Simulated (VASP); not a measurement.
# KBr in VASP: further runs

Aim: see how the results for KBr move with the level of theory and the settings. Levels: r2SCAN, HSE06. Tasks: single point.

Program: VASP 6.6.1. These are calculated values, not measurements. Logs are shortened: lines on timing, memory, paths and dates and some standing lists are left out, and cuts for length are marked.

**1. The cell of the first run**

The structure is orthorhombic, space group Immm (No. 71). The conventional cell has a = 4.600 Å, b = 4.740 Å, c = 6.604 Å, α = 90.00°, β = 90.00°, γ = 90.00°. Within 4.3 Å of K (site symmetry mmm) lie 6 Br at 3.30 Å. Within 4.3 Å of Br (site symmetry mmm) lie 6 K at 3.30 Å.

**2. Single point, r2SCAN (shear xy strain +3.0%)**

Input file POSCAR:

```
KBr
1.0
    0.0495337175      3.3022478341      3.3022478341
    3.3022478341      0.0495337175      3.3022478341
    3.3517815516      3.3517815516      0.0000000000
K Br
1 1
Direct
    0.0000000000      0.0000000000      0.0000000000
    0.5000000000      0.5000000000      0.5000000000
```

Input file INCAR.step1:

```
PREC     = Accurate       # precision mode
ENCUT    = 520            # plane-wave cutoff, eV
ISMEAR   = 0              # smearing method
SIGMA    = 0.01           # smearing width, eV
LREAL    = False          # projectors in reciprocal space
LASPH    = True           # aspherical terms in the spheres
NELM     = 100            # most SCF steps
NBANDS   = 15             # bands
GGA      = PE             # functional
ALGO     = Normal         # electronic algorithm
EDIFF    = 1E-4           # SCF threshold, eV
LWAVE    = True           # write WAVECAR
LCHARG   = False          # write CHGCAR
```

Input file INCAR.step2:

```
PREC     = Accurate       # precision mode
ENCUT    = 520            # plane-wave cutoff, eV
EDIFF    = 1E-6           # SCF threshold, eV
ISMEAR   = 0              # smearing method
SIGMA    = 0.01           # smearing width, eV
LREAL    = False          # projectors in reciprocal space
LASPH    = True           # aspherical terms in the spheres
NELM     = 100            # most SCF steps
ALGO     = Normal         # electronic algorithm
ISIF     = 2              # what is computed and relaxed
LWAVE    = False          # write WAVECAR
LCHARG   = True           # write CHGCAR
METAGGA  = R2SCAN         # meta-GGA
LMIXTAU  = True         
LELF     = True           # ELF
LVHAR    = True         
NBANDS   = 15             # bands
ISTART   = 1
```

Input file KPOINTS:

```
regular mesh
0
Gamma
  6 6 6
```

Potentials or basis: VASP PAW PBE potentials, release 64 (K_sv, Br).

Started as:

```console
$ cat potpaw_PBE.64/K_sv/POTCAR potpaw_PBE.64/Br/POTCAR > POTCAR
$ cp INCAR.step1 INCAR
$ mpirun -np 1 vasp_std > vasp.out
$ cp INCAR.step2 INCAR
$ mpirun -np 1 vasp_std > vasp.out
```

OUTCAR:

```text
PREC = Accurate
   ENCUT = 520
   EDIFF = 1E-6
   ISMEAR = 0
   LREAL = False
   LASPH = True
   NELM = 100
   ISIF = 2
   METAGGA = R2SCAN
   ISTART = 1

 ion  position               nearest neighbor table
   1  0.000  0.000  0.000-   2 3.30   2 3.30
   2  0.500  0.500  0.500-   1 3.30   1 3.30

  LATTYP: Found a body centered orthorhombic cell.
 ALAT       =     4.6000324182
 B/A-ratio  =     1.0304568528
 C/A-ratio  =     1.4357498095

  Lattice vectors:

 A1 = (   3.3022478341,   0.0495337175,  -3.3022478341)
 A2 = (  -3.3022478341,  -0.0495337175,  -3.3022478341)
 A3 = (   0.0495337175,   3.3022478341,   3.3022478341)

Analysis of symmetry for initial positions (statically):
=====================================================================
 Subroutine PRICEL returns:
 Original cell was already a primitive cell.

 Routine SETGRP: Setting up the symmetry group for a
 body centered orthorhombic supercell.

 Subroutine GETGRP returns: Found  8 space group operations
 (whereof  8 operations were pure point group operations)
 out of a pool of  8 trial point group operations.

The static configuration has the point symmetry D_2h.

Analysis of symmetry for dynamics (positions and initial velocities):
=====================================================================
 Subroutine PRICEL returns:
 Original cell was already a primitive cell.

 Routine SETGRP: Setting up the symmetry group for a
 body centered orthorhombic supercell.

 Subroutine GETGRP returns: Found  8 space group operations
 (whereof  8 operations were pure point group operations)
 out of a pool of  8 trial point group operations.

The dynamic configuration has the point symmetry D_2h.

 Subroutine INISYM returns: Found  8 space group operations
 (whereof  8 operations are pure point group operations),
 and found     1 'primitive' translations

----------------------------------------------------------------------------------------

                                     Primitive cell

  volume of cell :      72.0048

  direct lattice vectors                    reciprocal lattice vectors
     0.049533717  3.302247834  3.302247834    -0.153717782  0.153717782  0.151412015
     3.302247834  0.049533717  3.302247834     0.153717782 -0.153717782  0.151412015
     3.351781552  3.351781552  0.000000000     0.149174399  0.149174399 -0.151412015

  length of vectors
     4.670346358  4.670346358  4.740134928     0.264922463  0.264922463  0.259675954

  position of ions in fractional coordinates (direct lattice)
     0.000000000  0.000000000  0.000000000
     0.500000000  0.500000000  0.500000000

  ion indices of the primitive-cell ions
   primitive index   ion index
                 1           1
                 2           2

----------------------------------------------------------------------------------------

 KPOINTS: regular mesh

Automatic generation of k-mesh.
 Grid dimensions read from file:
 generate k-points for:    6    6    6

 Generating k-lattice:

  Cartesian coordinates                     Fractional coordinates (reciprocal lattice)
    -0.025619630  0.025619630  0.025235336     0.166666667 -0.000000000  0.000000000
     0.025619630 -0.025619630  0.025235336    -0.000000000  0.166666667  0.000000000
     0.024862400  0.024862400 -0.025235336     0.000000000  0.000000000  0.166666667

  Length of vectors
     0.044153744  0.044153744  0.043279326

  Shift w.r.t. Gamma in fractional coordinates (k-lattice)
     0.000000000  0.000000000  0.000000000

 Subroutine IBZKPT returns following result:
 ===========================================

 Found     46 irreducible k-points:

 Following reciprocal coordinates:
            Coordinates               Weight
  0.000000  0.000000  0.000000      1.000000
  0.166667  0.000000  0.000000      4.000000
  0.333333  0.000000  0.000000      4.000000
  0.500000 -0.000000  0.000000      2.000000
  0.166667  0.166667  0.000000      2.000000
  0.333333  0.166667  0.000000      4.000000
[... 16 lines left out ...]
 -0.166667  0.333333  0.166667      4.000000
  0.500000  0.500000  0.166667      4.000000
 [... further k-points ...]
   k-points           NKPTS =     46   k-points in BZ     NKDIM =     46   number of bands    NBANDS=     15
   number of dos      NEDOS =    301   number of ions     NIONS =      2
   total plane-waves  NPLWV =  46656
   dimension x,y,z NGX =    36 NGY =   36 NGZ =   36
   dimension x,y,z NGXF=    72 NGYF=   72 NGZF=   72
   ions per type =               1   1
   NGX,Y,Z   is equivalent  to a cutoff of  12.81, 12.81, 12.63 a.u.
   NGXF,Y,Z  is equivalent  to a cutoff of  25.63, 25.63, 25.25 a.u.
 SYSTEM =  unknown system
   PREC   = accura    normal or accurate (medium, high low for compatibility)
   ISTART =      1    job   : 0-new  1-cont  2-samecut
   ICHARG =      0    charge: 1-file 2-atom 10-const
   ISPIN  =      1    spin polarized calculation?
   LNONCOLLINEAR =      F non collinear calculations
   LSORBIT =      F    spin-orbit coupling
   LASPH  =      T    aspherical Exc in radial PAW
   ENCUT  =  520.0 eV  38.22 Ry    6.18 a.u.   8.68  8.68  8.81*2*pi/ulx,y,z
   NELM   =    100;   NELMIN=  2; NELMDL=  0     # of ELM steps
   EDIFF  = 0.1E-05   stopping-criterion for ELM
   LREAL  =      F    real-space projection
   EDIFFG = 0.1E-04   stopping-criterion for IOM
   NSW    =      0    number of steps for IOM
   IBRION =     -1    ionic relax: 0-MD 1-quasi-New 2-CG
   NFREE  =      0    steps in history (QN), initial steepest desc. (CG)
   ISIF   =      2    stress and relaxation
   ISYM   =      2    0-nonsym 1-usesym 2-fastsym
   POTIM  = 0.5000    time-step for ionic-motion
   TEBEG  =    0.0;   TEEND  =   0.0 temperature during run
   PSTRESS=    0.0 pullay stress
   NELECT =      16.0000    total number of electrons
   NUPDOWN=      -1.0000    fix difference up-down
   EMIN   =  10.00;   EMAX   =-10.00  energy-range for DOS
   EFERMI =   0.00;   METHOD = LEGACY
   ISMEAR =     0;   SIGMA  =   0.01  broadening in eV -4-tet -1-fermi 0-gaus
   EFERMI_NEDOS =   21; number of points for ismear=-14 and -15
   IALGO  =     38    algorithm
   IMIX   =      4    mixing-type and parameters
     AMIX     =   0.40;   BMIX     =  1.00
     AMIX_MAG =   1.60;   BMIX_MAG =  1.00
  volume/ion in A,a.u.               =      36.00       242.96
  Fermi-wavevector in a.u.,A,eV,Ry     =   0.991580  1.873814 13.377667  0.983231
  Thomas-Fermi vector in A             =   2.123331
   LORBIT       =      0    0 simple, 1 ext, 2 COOP (PROOUT), +10 PAW based schemes
   METAGGA = R2SCAN    functional components
   LHFCALC =     F    Hartree Fock is set to
   AEXX    =    0.0000 exact exchange contribution
   IVDW    =     0    specifies the selected vdW correction
   LEPSILON=     F    determine dielectric tensor
   LRPA    =     F    only Hartree local field effects (RPA)
 non-spin polarized calculation
 Gauss-broadening in eV      SIGMA  =   0.01
  energy-cutoff  :      520.00
  volume of cell :       72.00
 maximum number of plane-waves:      1958
   NGX = 17   NGY = 17   NGZ = 17

 number of electron      15.9999999 magnetization

 Free energy of the ion-electron system (eV)
  ---------------------------------------------------
  ext. energy  EPLUGINS =         0.00000000
  ---------------------------------------------------
  free energy    TOTEN  =       -23.24758785 eV

  energy without entropy =      -23.24758785  energy(sigma->0) =      -23.24758785

 E-fermi :  -2.0099     XC(G=0):  -7.7411

 val. band max:       -2.1189999994   @ k =   0.0000   0.0000   0.0000
 cond. band min:       2.9160090163   @ k =   0.0000   0.0000   0.0000
 fundamental gap:      5.0350090157
 Fermi energy:        -2.0099116740

 k-point     1 :       0.0000    0.0000    0.0000
  band No.  band energies     occupation
      1     -31.0442      2.00000
      2     -14.8800      2.00000
      3     -13.7516      2.00000
      4     -13.7496      2.00000
      5     -13.7477      2.00000
      6      -2.1865      2.00000
      7      -2.1552      2.00000
      8      -2.1190      2.00000
      9       2.9160      0.00000
     10       5.9567      0.00000
     11       6.0823      0.00000
     12       6.2066      0.00000
     13       7.0602      0.00000
     14       7.0652      0.00000
     15       9.8940      0.00000

 k-point     2 :       0.1667    0.0000    0.0000
  band No.  band energies     occupation
      1     -31.0428      2.00000
      2     -14.9259      2.00000
      3     -13.7521      2.00000
      4     -13.7487      2.00000
      5     -13.6857      2.00000
      6      -2.4902      2.00000
      7      -2.2761      2.00000
      8      -2.2332      2.00000
      9       3.5724      0.00000
     10       5.9466      0.00000
     11       6.3030      0.00000
     12       6.4694      0.00000
     13       7.4237      0.00000
     14       7.4370      0.00000
     15      10.9383      0.00000

 k-point     3 :       0.3333    0.0000    0.0000
  band No.  band energies     occupation
      1     -31.0399      2.00000
      2     -15.0059      2.00000
      3     -13.7555      2.00000
      4     -13.7506      2.00000
      5     -13.5664      2.00000
      6      -3.0670      2.00000
      7      -2.4448      2.00000
      8      -2.4034      2.00000
      9       4.6354      0.00000
     10       6.1994      0.00000
     11       7.2306      0.00000
     12       7.3934      0.00000
     13       8.3181      0.00000
     14       8.3830      0.00000
     15      10.2603      0.00000
[... 343 lines left out ...]
 k-point    23 :      -0.1667    0.3333    0.1667
  band No.  band energies     occupation
      1     -31.0382      2.00000
      2     -14.9278      2.00000
      3     -13.7869      2.00000
      4     -13.7656      2.00000
      5     -13.6390      2.00000
      6      -3.0201      2.00000
      7      -2.5219      2.00000
      8      -2.5204      2.00000
      9       5.1873      0.00000
     10       5.5967      0.00000
     11       7.4644      0.00000
     12       8.2195      0.00000
     13       8.5237      0.00000
     14       8.6036      0.00000
     15       9.7510      0.00000

 k-point    24 :       0.5000    0.5000    0.1667
  band No.  band energies     occupation
      1     -31.0377      2.00000
      2     -14.8610      2.00000
      3     -13.8062      2.00000
      4     -13.7778      2.00000
      5     -13.7075      2.00000
      6      -2.9680      2.00000
      7      -2.6081      2.00000
      8      -2.4036      2.00000
      9       4.6373      0.00000
     10       6.0294      0.00000
     11       7.4869      0.00000
     12       8.2519      0.00000
     13       8.4385      0.00000
     14       9.0990      0.00000
     15       9.5718      0.00000

 [... further k-points ...]

------------------------ aborting loop because EDIFF is reached ----------------------------------------

  FORCE on cell =-STRESS in cart. coord.  units (eV):
  Direction    XX          YY          ZZ          XY          YZ          ZX
  --------------------------------------------------------------------------------------
  -------------------------------------------------------------------------------------
  Total        0.0180703      0.0180703      0.0152743     -0.0708420      0.0000000      0.0000000
  in kB        0.4020831      0.4020831      0.3398676     -1.5763035      0.0000000      0.0000000
  external PRESSURE =       0.3813446 kB  Pullay stress =       0.0000000 kB

 VOLUME and BASIS-vectors are now :
 -----------------------------------------------------------------------------
  energy-cutoff  :      520.00
  volume of cell :       72.00
      direct lattice vectors                 reciprocal lattice vectors
     0.049533717  3.302247834  3.302247834    -0.153717782  0.153717782  0.151412015
     3.302247834  0.049533717  3.302247834     0.153717782 -0.153717782  0.151412015
     3.351781552  3.351781552  0.000000000     0.149174399  0.149174399 -0.151412015

 POSITION                                       TOTAL-FORCE (eV/Angst)
 -----------------------------------------------------------------------------------
      0.00000      0.00000      0.00000         0.000000     -0.000000      0.000000
      3.35178      3.35178      3.30225        -0.000000      0.000000      0.000000
 -----------------------------------------------------------------------------------
    total drift:                                0.000000      0.000000      0.000000

  FREE ENERGIE OF THE ION-ELECTRON SYSTEM (eV)
  ---------------------------------------------------
  free  energy   TOTEN  =       -23.2475878547 eV

  energy  without entropy=      -23.2475878547  energy(sigma->0) =      -23.24758785
```

It took 77 s on 1 thread of Intel Xeon 6975P-C (Granite Rapids), shared host; peak memory 0.23 GiB.

Results:

```
Free energy            : -23.2476 eV
Pressure               : 0.0 GPa
Band gap on the k mesh : 5.04 eV
```

Stress tensor (GPa, compression positive):
```
 0.04 -0.16  0.00
-0.16  0.04  0.00
 0.00  0.00  0.03
```

Caveat: the cell differs from its parent crystal (shear xy strain +3.0%); the PAW data sets were made with another functional, which shifts forces and pressure a little.

(Part 1 of 2 ends here.)
